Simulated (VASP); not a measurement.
Write the native input for VASP 6.6.1 that does the following.

* Task: single point
* Functional: LDA
* Potentials or basis: VASP PAW LDA potentials, release 64 (Sb)
* Cutoff: 500 eV
* k mesh: 5 × 5 × 5
* Occupations: fermi-dirac, width 0.02 eV
* Spin: no spin polarisation
* Dipole correction: no
* Further INCAR settings: ALGO = Normal; EDIFF = 1e-06; NBANDS = 12

The structure of Sb lies in POSCAR:

```
Sb
1.0
    2.1552929311      1.2443589539      3.6519174444
   -2.1552929311      1.2443589539      3.6519174444
    0.0000000000     -2.4887179079      3.6519174444
Sb
2
Direct
    0.2341441171      0.2341441171      0.2341441171
    0.7658558829      0.7658558829      0.7658558829
```

One way to write it, as run:

INCAR

```
PREC = Accurate
ENCUT = 500
EDIFF = 1E-6
ISMEAR = -1
SIGMA = 0.02
LREAL = False
LASPH = True
NELM = 120
ALGO = Normal
ISIF = 2
LWAVE = False
LCHARG = False
GGA = CA
NBANDS = 12
GGA_COMPAT = False
```

KPOINTS

```
regular mesh
0
Gamma
  5 5 5
```

Potentials or basis: VASP PAW LDA potentials, release 64 (Sb).

Launch:

```bash
$ cat potpaw_LDA.64/Sb/POTCAR > POTCAR
$ mpirun -np 1 vasp_std > vasp.out
```

It gave:

```
Pressure               : 0.3 GPa
Largest force          : 0.047 eV/Å
Band gap on the k mesh : 0.44 eV, indirect (least direct gap 0.69 eV)
```

Caveat: spin-orbit coupling is left out, which moves the levels of the heavy elements.

Run time: 6.2 s on 1 thread of Intel Xeon 6975P-C, with other jobs on the host, peak memory 0.15 GiB.
